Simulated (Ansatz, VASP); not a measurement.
# One calculation of CeHf3O8, two programs

```xyz
12
Lattice="3.8621 -3.5364 0.0403 3.8621 3.5364 0.0403 -3.5191 0.0000 5.3589" Properties=species:S:1:pos:R:3 pbc="T T T"
Ce    3.8846    0.0000    0.1436
Hf    2.3305    1.8010    2.7791
Hf    2.3305   -1.8010    2.7791
Hf    4.2031    0.0000    5.1363
O     2.3368    0.0000    4.3181
O    -1.6038    0.0000    4.2823
O     3.6555   -2.0312    1.0926
O     3.6555    2.0312    1.0926
O     2.1507    0.0000    1.7725
O     5.4708    0.0000    1.8741
O     0.3509   -1.7658    3.7016
O     0.3509    1.7658    3.7016
```

Change from the starting cell: the structure that the rattled cell fell into.

Alike in both runs: functional PBE; k mesh 4 × 4 × 4; occupations gaussian, width 0.1 eV; no spin polarisation.

Ansatz relaxed the structure, and its values are those at the end. VASP's run is a single point on that final structure, the one shown.

```csv
,VASP,Ansatz
version,VASP 6.6.1,Ansatz 0.2.0
potentials or method,"VASP PAW PBE potentials, release 64 (Ce, Hf_pv, O), cutoff 520 eV","scalar-relativistic, plane waves, PAW"
valence electrons in the cell,90,138
```

Ansatz gave:

```
gap on the k mesh at the Fermi level (eV) : 1.84
least direct gap on the mesh (eV)         : 1.87
pressure (GPa)                            : 0.1
rms of the force components (eV/Å)        : 0.003
```

Task: Estimate VASP's values.

Result: gap on the k mesh at the Fermi level (eV): 1.80; least direct gap on the mesh (eV): 1.82; pressure (GPa): -2.0; rms of the force components (eV/Å): 0.059.

VASP's potentials hold 90 valence electrons a cell and Ansatz's 138, so a difference there can come from the potentials and not from the codes.

Spin-orbit coupling is off throughout.
